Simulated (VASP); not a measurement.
A run of VASP 6.6.1 is set up as follows.

The input INCAR:

```
SYSTEM = AlN
  PREC = Accurate
  ENCUT = 600
  EDIFF = 1E-6
  ISMEAR = -1
  SIGMA = 0.05
  LREAL = .False.
  LASPH = .True.
  NELM = 80
  ALGO = Normal
  ISIF = 3
  LWAVE = .False.
  LCHARG = .False.
  GGA = RP
  IVDW = 13
  IBRION = 2
  NSW = 60
  EDIFFG = -0.01
```

KPOINTS

```
regular mesh
0
Gamma
  10 10 10
  0 0 0
```

The input POSCAR:

```
AlN
1.0
    0.0000000000      2.1839935596      2.1839935596
    2.1839935596      0.0000000000      2.1839935596
    2.1839935596      2.1839935596      0.0000000000
Al N
1 1
Direct
    0.0000000000      0.0000000000      0.0000000000
    0.2500000000      0.2500000000      0.2500000000
```

Potentials or basis: VASP PAW PBE potentials, release 64 (Al, N).

The run is started by

```sh
$ cat potpaw_PBE.64/Al/POTCAR potpaw_PBE.64/N/POTCAR > POTCAR
$ mpirun -np 1 vasp_std > vasp.out
```

(1) Predict the dispersion energy per atom.

(2) What does it give for the relaxed cell?

Results:

(1) -0.655 eV.

(2) a = 3.073 Å, b = 3.073 Å, c = 3.073 Å, α = 60.00°, β = 60.00°, γ = 60.00°.
